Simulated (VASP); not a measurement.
Runs of VASP 6.6.1 on Cu. The structure is that of space group Fm-3m (No. 225), or close to it. The cells are those of the table. 

```csv
cell,k mesh,gap on the mesh (eV),pressure (GPa)
"a = 2.450 Å, angles 60.0°, 1 atom",25 × 25 × 25,none,18.2
"a = 2.616 Å, angles 60.0°, 1 atom",25 × 25 × 25,none,(a)
"a = 2.585 Å, angles 60.0°, 1 atom",25 × 25 × 25,none,-9.9
"a = 2.485 Å, angles 60.0°, 1 atom",25 × 25 × 25,none,(b)
"a = 2.414 Å, angles 60.0°, 1 atom",25 × 25 × 25,none,30.5
"a = 2.519 Å, angles 60.0°, 1 atom",25 × 25 × 25,none,0.8
"a = 2.519 Å, angles 60.0°, 1 atom",15 × 15 × 15,none,0.8
"a = 2.552 Å, angles 60.0°, 1 atom",25 × 25 × 25,none,-5.2
```

Alike in all rows: task single point; level PBEsol; potentials or basis VASP PAW PBE potentials, release 64 (Cu); no spin polarisation; cutoff (eV) 520; smearing fermi-dirac 0.1 eV.

Problem. Estimate the missing entries.

Solution. (a) -13.6; (b) 8.5.

Caveats: the PAW data sets were made with another functional, which shifts forces and pressure a little; the cell stands under pressure (at least some runs); the cell stands under tension (at least some runs).

A gap of «none» marks levels without a gap at the run's occupations.
